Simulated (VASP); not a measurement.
Here is a VASP 6.6.1 calculation.

Contents of INCAR:

```
PREC = Accurate ; ENCUT = 520
EDIFF = 1E-6 ; ISMEAR = -1
SIGMA = 0.08 ; LREAL = F
LASPH = T ; NELM = 60
ALGO = Normal ; ISIF = 2
LWAVE = F ; LCHARG = F
GGA = PE ; NBANDS = 10
```

Contents of KPOINTS:

```
Automatic mesh
0
Gamma
  24 24 24
```

POSCAR

```
F
1.0
    0.0000000000      1.2803323437      1.2803323437
    1.2803323437      0.0000000000      1.2803323437
    1.2803323437      1.2803323437      0.0000000000
F
1
Direct
    0.0000000000      0.0000000000      0.0000000000
```

Potentials or basis: VASP PAW PBE potentials, release 64 (F).

The run is started by

```bash
$ cat potpaw_PBE.64/F/POTCAR > POTCAR
$ mpirun -np 1 vasp_std > vasp.out
```

Predict the pressure.

429.9 GPa.

Predict the band gap on the k mesh.

zero (an odd number of electrons rules out a gap without spin polarisation).

Caveat: the cell stands under pressure; an odd number of electrons without spin polarisation forces a metal; a magnetic or distorted state may lie lower.
